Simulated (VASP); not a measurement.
Ti3SiN4: single point with PBE

System: Ti3SiN4, a slab with vacuum.

```
N Ti Si
1.0
     3.00286    0.00000    0.00000
    -1.50143    2.60055    0.00000
     0.00000    0.00000   22.62338
N Ti Si
4 3 1
Direct
  0.33333 0.66667 0.17681
  0.00000 0.00000 0.28518
  0.66667 0.33333 0.38971
  0.33333 0.66667 0.49168
  0.66667 0.33333 0.23100
  0.33333 0.66667 0.34017
  0.00000 0.00000 0.45751
  0.00000 0.00000 0.57720
```

```yaml
Program: VASP 6.6.1
Task: single point
Functional: PBE
Potentials_or_basis: VASP PAW PBE potentials, release 64 (N, Ti_sv, Si)
Cutoff: 520 eV
k_mesh: 9 × 9 × 1
Occupations: gaussian, width 0.1 eV
Spin: no spin polarisation
```

```yaml
Largest_force: 5.608 eV/Å
Band_gap_on_the_k_mesh: zero (bands 30 and 31 overlap by 0.76 eV)
```

Forces on the atoms (eV/Å):
```
N    0.000  0.000  4.324
N    0.000  0.000  1.219
N    0.000  0.000  0.942
N    0.000  0.000  2.113
Ti   0.000  0.000 -5.608
Ti   0.000  0.000 -0.237
Ti   0.000  0.000 -2.731
Si   0.000  0.000 -0.023
```

Levels at points of the mesh, in eV from the Fermi level:
| k point | band 28 | band 29 | band 30 | band 31 | band 32 | band 33 |
| --- | --- | --- | --- | --- | --- | --- |
| (0.00, 0.00, 0.00) | 0.04 | 0.04 | 0.30 | 0.30 | 0.41 | 1.11 |

Run time: 120 s on 1 thread of Intel(R) Xeon(R) 6975P-C (Granite Rapids) (shared host), peak memory 0.33 GiB.
